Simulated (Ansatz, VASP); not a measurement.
## One calculation of Sn8Se7S, two programs

```
Sn S Se
1.0
    11.45080    0.00000   -0.00001
     0.00000    8.30087    0.00000
     0.00000    0.00000    4.36648
Sn S Se
8 1 7
Direct
  0.12302 0.12500 0.08419
  0.11977 0.62500 0.09118
  0.38266 0.36697 0.60852
  0.38266 0.88303 0.60852
  0.61649 0.12500 0.40638
  0.61638 0.62500 0.40690
  0.88256 0.37462 0.90563
  0.88256 0.87538 0.90563
  0.35170 0.12500 0.01458
  0.35899 0.62500 0.02522
  0.14345 0.37398 0.52063
  0.14345 0.87602 0.52063
  0.85604 0.12500 0.47456
  0.85666 0.62500 0.47503
  0.64179 0.37442 0.97619
  0.64179 0.87558 0.97619
```

Alike in both runs: functional PBE; dispersion D3(BJ); k mesh 4 × 4 × 6; occupations gaussian, width 0.02 eV; no spin polarisation.

Ansatz relaxed the structure, and its values are those at the end. VASP's run is a single point on that final structure, the one shown.

|  | VASP | Ansatz |
| --- | --- | --- |
| version | VASP 6.6.1 | Ansatz 0.2.0 |
| potentials or method | VASP PAW PBE potentials, release 64 (Sn_d, S, Se), cutoff 500 eV | scalar-relativistic, plane waves, PAW |
| valence electrons in the cell | 160 | 230 |

VASP gave:

```
gap on the k mesh at the Fermi level (eV) : 0.58
least direct gap on the mesh (eV)         : 0.87
pressure (GPa)                            : 0.0
rms of the force components (eV/Å)        : 0.008
```

Task: Which values does Ansatz return?

Result: gap on the k mesh at the Fermi level (eV): 0.59; least direct gap on the mesh (eV): 0.87; pressure (GPa): 0.0; rms of the force components (eV/Å): 0.001.

VASP's potentials hold 160 valence electrons a cell and Ansatz's 230, so a difference there can come from the potentials and not from the codes. Ansatz's warnings: relaxed geometry near dispersion switch.
